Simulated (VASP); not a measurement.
B:

```xyz
1
Lattice="0.0000 1.4812 1.4812 1.4812 0.0000 1.4812 1.4812 1.4812 0.0000" Properties=species:S:1:pos:R:3 pbc="T T T"
B     0.0000    0.0000    0.0000
```

| Quantity | Value |
| --- | --- |
| Program | VASP 6.6.1 |
| Task | relaxation of cell and atoms |
| Functional | PBEsol |
| Potentials or basis | VASP PAW PBE potentials, release 64 (B) |
| Cutoff | 500 eV |
| k mesh | 23 × 23 × 23 |
| Occupations | fermi-dirac, width 0.1 eV |
| Spin | no spin polarisation |

At the start: pressure -24.6 GPa; volume 6.50 Å³/atom.

Q: How do energy, volume and symmetry change on relaxing?

A: Over 3 steps the energy falls by 55.8 meV/atom and the volume is 5.83 Å³/atom (-10.3 %); space group Fm-3m (No. 225, to 0.05 Å).

Step by step:
| step | energy change (eV) | largest force (eV/Å) | pressure (GPa) | volume (Å³) |
| --- | --- | --- | --- | --- |
| 1 | 0.0000 | 0.0000 | -24.59 | 6.50 |
| 2 | -0.0475 | 0.0000 | 11.98 | 5.61 |
| 3 | -0.0558 | 0.0000 | 0.05 | 5.83 |

Final structure:
```cif
data_structure
_symmetry_space_group_name_H-M 'P 1'
_symmetry_Int_Tables_number 1
_cell_length_a 2.0205
_cell_length_b 2.0205
_cell_length_c 2.0205
_cell_angle_alpha 60.000
_cell_angle_beta 60.000
_cell_angle_gamma 60.000
_cell_volume 5.83
loop_
_atom_site_label
_atom_site_type_symbol
_atom_site_fract_x
_atom_site_fract_y
_atom_site_fract_z
_atom_site_occupancy
B1 B 0.00000 0.00000 0.00000 1
```

Caveat: the PAW data sets were made with another functional, which shifts forces and pressure a little.
